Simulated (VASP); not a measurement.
# Al7Ru9 (a cell with a defect) in VASP: single point with PBE

Aim: the single point of Al7Ru9 (a cell with a defect) with PBE.

All numbers are computed with VASP 6.6.1; they aren't measurements. Logs are shortened: lines on timing, memory, paths and dates and some standing lists are left out, and cuts for length are marked.

## 1. The cell of the first run

The cell holds a defect, 16 atoms: a = 5.983 Å, b = 5.983 Å, c = 5.983 Å, α = 90.00°, β = 90.00°, γ = 90.00°.

## 2. Single point, PBE

File INCAR:

```
SYSTEM = Al7Ru9
  PREC = Accurate
  ENCUT = 400
  EDIFF = 1E-6
  ISMEAR = -1
  SIGMA = 0.15
  LREAL = .False.
  LASPH = .True.
  NELM = 120
  ALGO = Normal
  ISIF = 2
  LWAVE = .False.
  LCHARG = .False.
  GGA = PE
  NBANDS = 88
  GGA_COMPAT = .False.
```

File KPOINTS:

```
Automatic mesh
0
Gamma
  2 2 2
  0 0 0
```

File POSCAR:

```
Al7Ru9
1.0
    5.9832000000      0.0000000000      0.0000000000
    0.0000000000      5.9832000000      0.0000000000
    0.0000000000      0.0000000000      5.9832000000
Ru Al
9 7
Direct
    0.0000000000      0.0000000000      0.0000000000
    0.2500000000      0.2500000000      0.2500000000
    0.2500000000      0.2500000000      0.7500000000
    0.2500000000      0.7500000000      0.2500000000
    0.2500000000      0.7500000000      0.7500000000
    0.7500000000      0.2500000000      0.2500000000
    0.7500000000      0.2500000000      0.7500000000
    0.7500000000      0.7500000000      0.2500000000
    0.7500000000      0.7500000000      0.7500000000
    0.0000000000      0.0000000000      0.5000000000
    0.0000000000      0.5000000000      0.0000000000
    0.0000000000      0.5000000000      0.5000000000
    0.5000000000      0.0000000000      0.0000000000
    0.5000000000      0.0000000000      0.5000000000
    0.5000000000      0.5000000000      0.0000000000
    0.5000000000      0.5000000000      0.5000000000
```

Potentials or basis: VASP PAW PBE potentials, release 64 (Ru_pv, Al).

Started as:

```
$ cat potpaw_PBE.64/Ru_pv/POTCAR potpaw_PBE.64/Al/POTCAR > POTCAR
$ mpirun -np 1 vasp_std > vasp.out
```

OUTCAR:

```text
SYSTEM = Al7Ru9
   PREC = Accurate
   ENCUT = 400
   EDIFF = 1E-6
   ISMEAR = -1
   LREAL = .False.
   LASPH = .True.
   NELM = 120
   ISIF = 2
   GGA = PE

 ion  position               nearest neighbor table
   1  0.000  0.000  0.000-   2 2.59   3 2.59   4 2.59   5 2.59   6 2.59   7 2.59   8 2.59   9 2.59
                            10 2.99  11 2.99  13 2.99  10 2.99  11 2.99  13 2.99
   2  0.250  0.250  0.250-   1 2.59  10 2.59  11 2.59  12 2.59  13 2.59  14 2.59  15 2.59  16 2.59
                             4 2.99   6 2.99   3 2.99   3 2.99   4 2.99   6 2.99
   3  0.250  0.250  0.750-   1 2.59  10 2.59  11 2.59  12 2.59  13 2.59  14 2.59  15 2.59  16 2.59
                             5 2.99   7 2.99   2 2.99   2 2.99   5 2.99   7 2.99
   4  0.250  0.750  0.250-   1 2.59  10 2.59  11 2.59  12 2.59  13 2.59  14 2.59  15 2.59  16 2.59
                             5 2.99   8 2.99   2 2.99   5 2.99   2 2.99   8 2.99
   5  0.250  0.750  0.750-   1 2.59  10 2.59  11 2.59  12 2.59  13 2.59  14 2.59  15 2.59  16 2.59
                             4 2.99   9 2.99   3 2.99   4 2.99   3 2.99   9 2.99
   6  0.750  0.250  0.250-   1 2.59  10 2.59  11 2.59  12 2.59  13 2.59  14 2.59  15 2.59  16 2.59
                             7 2.99   8 2.99   2 2.99   7 2.99   8 2.99   2 2.99
   7  0.750  0.250  0.750-   1 2.59  10 2.59  11 2.59  12 2.59  13 2.59  14 2.59  15 2.59  16 2.59
                             6 2.99   9 2.99   3 2.99   6 2.99   9 2.99   3 2.99
   8  0.750  0.750  0.250-   1 2.59  10 2.59  11 2.59  12 2.59  13 2.59  14 2.59  15 2.59  16 2.59
                             6 2.99   9 2.99   4 2.99   9 2.99   6 2.99   4 2.99
   9  0.750  0.750  0.750-   1 2.59  10 2.59  11 2.59  12 2.59  13 2.59  14 2.59  15 2.59  16 2.59
                             7 2.99   8 2.99   5 2.99   8 2.99   7 2.99   5 2.99
  10  0.000  0.000  0.500-   2 2.59   3 2.59   4 2.59   5 2.59   6 2.59   7 2.59   8 2.59   9 2.59
                             1 2.99  12 2.99  14 2.99   1 2.99  12 2.99  14 2.99
  11  0.000  0.500  0.000-   2 2.59   3 2.59   4 2.59   5 2.59   6 2.59   7 2.59   8 2.59   9 2.59
                             1 2.99  12 2.99  15 2.99  12 2.99   1 2.99  15 2.99
  12  0.000  0.500  0.500-   2 2.59   3 2.59   4 2.59   5 2.59   6 2.59   7 2.59   8 2.59   9 2.59
                            10 2.99  11 2.99  16 2.99  11 2.99  10 2.99  16 2.99
  13  0.500  0.000  0.000-   2 2.59   3 2.59   4 2.59   5 2.59   6 2.59   7 2.59   8 2.59   9 2.59
                             1 2.99  14 2.99  15 2.99  14 2.99  15 2.99   1 2.99
  14  0.500  0.000  0.500-   2 2.59   3 2.59   4 2.59   5 2.59   6 2.59   7 2.59   8 2.59   9 2.59
                            10 2.99  13 2.99  16 2.99  13 2.99  16 2.99  10 2.99
  15  0.500  0.500  0.000-   2 2.59   3 2.59   4 2.59   5 2.59   6 2.59   7 2.59   8 2.59   9 2.59
                            11 2.99  13 2.99  16 2.99  16 2.99  13 2.99  11 2.99
  16  0.500  0.500  0.500-   2 2.59   3 2.59   4 2.59   5 2.59   6 2.59   7 2.59   8 2.59   9 2.59
                            12 2.99  14 2.99  15 2.99  15 2.99  14 2.99  12 2.99

  LATTYP: Found a simple cubic cell.
 ALAT       =     5.9832000000

  Lattice vectors:

 A1 = (   5.9832000000,   0.0000000000,   0.0000000000)
 A2 = (   0.0000000000,   5.9832000000,   0.0000000000)
 A3 = (   0.0000000000,   0.0000000000,   5.9832000000)

Analysis of symmetry for initial positions (statically):
=====================================================================
 Subroutine PRICEL returns:
 Original cell was already a primitive cell.

 Routine SETGRP: Setting up the symmetry group for a
 simple cubic supercell.

 Subroutine GETGRP returns: Found 48 space group operations
 (whereof 48 operations were pure point group operations)
 out of a pool of 48 trial point group operations.

The static configuration has the point symmetry O_h .

Analysis of symmetry for dynamics (positions and initial velocities):
=====================================================================
 Subroutine PRICEL returns:
 Original cell was already a primitive cell.

 Routine SETGRP: Setting up the symmetry group for a
 simple cubic supercell.

 Subroutine GETGRP returns: Found 48 space group operations
 (whereof 48 operations were pure point group operations)
 out of a pool of 48 trial point group operations.

The dynamic configuration has the point symmetry O_h .

 Subroutine INISYM returns: Found 48 space group operations
 (whereof 48 operations are pure point group operations),
 and found     1 'primitive' translations

----------------------------------------------------------------------------------------

                                     Primitive cell

  volume of cell :     214.1907

  direct lattice vectors                    reciprocal lattice vectors
     5.983200000  0.000000000  0.000000000     0.167134644  0.000000000  0.000000000
     0.000000000  5.983200000  0.000000000     0.000000000  0.167134644  0.000000000
     0.000000000  0.000000000  5.983200000     0.000000000  0.000000000  0.167134644

  length of vectors
     5.983200000  5.983200000  5.983200000     0.167134644  0.167134644  0.167134644

  position of ions in fractional coordinates (direct lattice)
     0.000000000  0.000000000  0.000000000
     0.250000000  0.250000000  0.250000000
     0.250000000  0.250000000  0.750000000
     0.250000000  0.750000000  0.250000000
     0.250000000  0.750000000  0.750000000
     0.750000000  0.250000000  0.250000000
[... 8 lines left out ...]
     0.500000000  0.500000000  0.000000000
     0.500000000  0.500000000  0.500000000

  ion indices of the primitive-cell ions
   primitive index   ion index
                 1           1
                 2           2
                 3           3
                 4           4
                 5           5
                 6           6
[... 8 lines left out ...]
                15          15
                16          16

----------------------------------------------------------------------------------------

 KPOINTS: Automatic mesh

Automatic generation of k-mesh.
 Grid dimensions read from file:
 generate k-points for:    2    2    2

 Generating k-lattice:

  Cartesian coordinates                     Fractional coordinates (reciprocal lattice)
     0.083567322  0.000000000  0.000000000     0.500000000  0.000000000  0.000000000
     0.000000000  0.083567322  0.000000000     0.000000000  0.500000000  0.000000000
     0.000000000  0.000000000  0.083567322     0.000000000  0.000000000  0.500000000

  Length of vectors
     0.083567322  0.083567322  0.083567322

  Shift w.r.t. Gamma in fractional coordinates (k-lattice)
     0.000000000  0.000000000  0.000000000

 Subroutine IBZKPT returns following result:
 ===========================================

 Found      4 irreducible k-points:

 Following reciprocal coordinates:
            Coordinates               Weight
  0.000000  0.000000  0.000000      1.000000
  0.500000  0.000000  0.000000      3.000000
  0.500000  0.500000  0.000000      3.000000
  0.500000  0.500000  0.500000      1.000000
   k-points           NKPTS =      4   k-points in BZ     NKDIM =      4   number of bands    NBANDS=     88
   number of dos      NEDOS =    301   number of ions     NIONS =     16
   total plane-waves  NPLWV =  64000
   dimension x,y,z NGX =    40 NGY =   40 NGZ =   40
   dimension x,y,z NGXF=    80 NGYF=   80 NGZF=   80
   ions per type =               9   7
   NGX,Y,Z   is equivalent  to a cutoff of  11.11, 11.11, 11.11 a.u.
   NGXF,Y,Z  is equivalent  to a cutoff of  22.23, 22.23, 22.23 a.u.
 SYSTEM =  Al7Ru9
   PREC   = accura    normal or accurate (medium, high low for compatibility)
   ISTART =      0    job   : 0-new  1-cont  2-samecut
   ICHARG =      2    charge: 1-file 2-atom 10-const
   ISPIN  =      1    spin polarized calculation?
   LNONCOLLINEAR =      F non collinear calculations
   LSORBIT =      F    spin-orbit coupling
   LASPH  =      T    aspherical Exc in radial PAW
   ENCUT  =  400.0 eV  29.40 Ry    5.42 a.u.   9.76  9.76  9.76*2*pi/ulx,y,z
   NELM   =    120;   NELMIN=  2; NELMDL= -5     # of ELM steps
   EDIFF  = 0.1E-05   stopping-criterion for ELM
   LREAL  =      F    real-space projection
   EDIFFG = 0.1E-04   stopping-criterion for IOM
   NSW    =      0    number of steps for IOM
   IBRION =     -1    ionic relax: 0-MD 1-quasi-New 2-CG
   NFREE  =      0    steps in history (QN), initial steepest desc. (CG)
   ISIF   =      2    stress and relaxation
   ISYM   =      2    0-nonsym 1-usesym 2-fastsym
   POTIM  = 0.5000    time-step for ionic-motion
   TEBEG  =    0.0;   TEEND  =   0.0 temperature during run
   PSTRESS=    0.0 pullay stress
   NELECT =     147.0000    total number of electrons
   NUPDOWN=      -1.0000    fix difference up-down
   EMIN   =  10.00;   EMAX   =-10.00  energy-range for DOS
   EFERMI =   0.00;   METHOD = LEGACY
   ISMEAR =    -1;   SIGMA  =   0.15  broadening in eV -4-tet -1-fermi 0-gaus
   EFERMI_NEDOS =   21; number of points for ismear=-14 and -15
   IALGO  =     38    algorithm
   IMIX   =      4    mixing-type and parameters
     AMIX     =   0.40;   BMIX     =  1.00
     AMIX_MAG =   1.60;   BMIX_MAG =  1.00
  volume/ion in A,a.u.               =      13.39        90.34
  Fermi-wavevector in a.u.,A,eV,Ry     =   1.444044  2.728847 28.371726  2.085263
  Thomas-Fermi vector in A             =   2.562383
   LORBIT       =      0    0 simple, 1 ext, 2 COOP (PROOUT), +10 PAW based schemes
   GGA     = PE    functional components
   LHFCALC =     F    Hartree Fock is set to
   AEXX    =    0.0000 exact exchange contribution
   IVDW    =     0    specifies the selected vdW correction
   LEPSILON=     F    determine dielectric tensor
   LRPA    =     F    only Hartree local field effects (RPA)
 non-spin polarized calculation
  energy-cutoff  :      400.00
  volume of cell :      214.19
 maximum number of plane-waves:      3912
 NGX is ok and might be reduce to    40
   NGX = 19   NGY = 19   NGZ = 19

 number of electron     146.9999825 magnetization

 Free energy of the ion-electron system (eV)
  ---------------------------------------------------
  ext. energy  EPLUGINS =         0.00000000
  ---------------------------------------------------
  free energy    TOTEN  =      -119.38771411 eV

  energy without entropy =     -118.91377504  energy(sigma->0) =     -119.15074458

 E-fermi :  11.3134     XC(G=0): -12.7715

 val. band max:       11.2239736795   @ k =   0.0000   0.0000   0.0000
 cond. band min:      11.3457591005   @ k =   0.0000   0.0000   0.0000
 fundamental gap:      0.1217854210
 Fermi energy:        11.3134118425

 k-point     1 :       0.0000    0.0000    0.0000
  band No.  band energies     occupation
      1     -31.8445      2.00000
      2     -31.8445      2.00000
      3     -31.8445      2.00000
      4     -31.1596      2.00000
      5     -31.0688      2.00000
      6     -31.0688      2.00000
[... 77 lines left out ...]
     84      13.2577      0.00000
     85      13.2577      0.00000

 k-point     2 :       0.5000    0.0000    0.0000
  band No.  band energies     occupation
      1     -31.8486      2.00000
      2     -31.8383      2.00000
      3     -31.8383      2.00000
      4     -31.1298      2.00000
      5     -31.0819      2.00000
      6     -31.0819      2.00000
[... 77 lines left out ...]
     84      13.3378      0.00000
     85      14.0410      0.00000

 k-point     3 :       0.5000    0.5000    0.0000
  band No.  band energies     occupation
      1     -31.8419      2.00000
      2     -31.8419      2.00000
      3     -31.8326      2.00000
      4     -31.1007      2.00000
      5     -31.0971      2.00000
      6     -31.0236      2.00000
[... 77 lines left out ...]
     84      13.7872      0.00000
     85      14.4234      0.00000

 k-point     4 :       0.5000    0.5000    0.5000
  band No.  band energies     occupation
      1     -31.8359      2.00000
      2     -31.8359      2.00000
      3     -31.8359      2.00000
      4     -31.0422      2.00000
      5     -31.0394      2.00000
      6     -31.0382      2.00000
[... 77 lines left out ...]
     84      16.2991      0.00000
     85      16.2991      0.00000
 [bands above 85 left out]

------------------------ aborting loop because EDIFF is reached ----------------------------------------

  FORCE on cell =-STRESS in cart. coord.  units (eV):
  Direction    XX          YY          ZZ          XY          YZ          ZX
  --------------------------------------------------------------------------------------
  -------------------------------------------------------------------------------------
  Total        2.8125955      2.8125955      2.8125955      0.0000000      0.0000000     -0.0000000
  in kB       21.0386223     21.0386223     21.0386223      0.0000000      0.0000000     -0.0000000
  external PRESSURE =      21.0386223 kB  Pullay stress =       0.0000000 kB

 VOLUME and BASIS-vectors are now :
 -----------------------------------------------------------------------------
  energy-cutoff  :      400.00
  volume of cell :      214.19
      direct lattice vectors                 reciprocal lattice vectors
     5.983200000  0.000000000  0.000000000     0.167134644  0.000000000  0.000000000
     0.000000000  5.983200000  0.000000000     0.000000000  0.167134644  0.000000000
     0.000000000  0.000000000  5.983200000     0.000000000  0.000000000  0.167134644

 POSITION                                       TOTAL-FORCE (eV/Angst)
 -----------------------------------------------------------------------------------
      0.00000      0.00000      0.00000        -0.000000      0.000000      0.000000
      1.49580      1.49580      1.49580         0.282467      0.282467      0.282467
      1.49580      1.49580      4.48740         0.282467      0.282467     -0.282467
      1.49580      4.48740      1.49580         0.282467     -0.282467      0.282467
      1.49580      4.48740      4.48740         0.282467     -0.282467     -0.282467
      4.48740      1.49580      1.49580        -0.282467      0.282467      0.282467
[... 8 lines left out ...]
      2.99160      2.99160      0.00000        -0.000000      0.000000      0.000000
      2.99160      2.99160      2.99160        -0.000000      0.000000      0.000000
 -----------------------------------------------------------------------------------
    total drift:                                0.000000      0.000000      0.000000

  FREE ENERGIE OF THE ION-ELECTRON SYSTEM (eV)
  ---------------------------------------------------
  free  energy   TOTEN  =      -119.3877141147 eV

  energy  without entropy=     -118.9137750375  energy(sigma->0) =     -119.15074458
```

Run time: 60 s. Hardware: 1 thread of Intel Xeon Platinum 8375C at 2.90GHz (Ice Lake), shared host; peak memory 0.25 GiB.

What came out:

* Free energy: -119.3877 eV
* Pressure: 2.1 GPa
* Largest force: 0.489 eV/Å
* Band gap on the k mesh: zero (an odd number of electrons rules out a gap without spin polarisation)

Forces on the atoms (eV/Å):
```
Ru   0.000  0.000  0.000
Ru   0.282  0.282  0.282
Ru   0.282  0.282 -0.282
Ru   0.282 -0.282  0.282
Ru   0.282 -0.282 -0.282
Ru  -0.282  0.282  0.282
Ru  -0.282  0.282 -0.282
Ru  -0.282 -0.282  0.282
Ru  -0.282 -0.282 -0.282
Al   0.000  0.000  0.000
Al   0.000  0.000  0.000
Al   0.000  0.000  0.000
Al   0.000  0.000  0.000
Al   0.000  0.000  0.000
Al   0.000  0.000  0.000
Al   0.000  0.000  0.000
```

Levels at points of the mesh, in eV from the Fermi level:
```tsv
k point	band 70	band 71	band 72	band 73	band 74	band 75	band 76	band 77
(0.00, 0.00, 0.00)	-0.54	-0.54	-0.09	0.03	0.03	0.49	0.49	0.49
(0.50, 0.00, 0.00)	-0.64	-0.64	-0.46	-0.21	-0.13	0.36	1.15	1.15
(0.50, 0.50, 0.00)	-0.95	-0.93	-0.92	-0.45	0.20	0.51	0.51	0.73
(0.50, 0.50, 0.50)	-1.70	-1.67	-1.67	-1.47	-1.47	-1.47	0.31	0.31
```

Caveat: the k points lie up to 0.53 Å⁻¹ apart, too coarse for converged energies and pressures of a metal.

The gap in the log of VASP goes by the Fermi energy; the results here count the filled bands.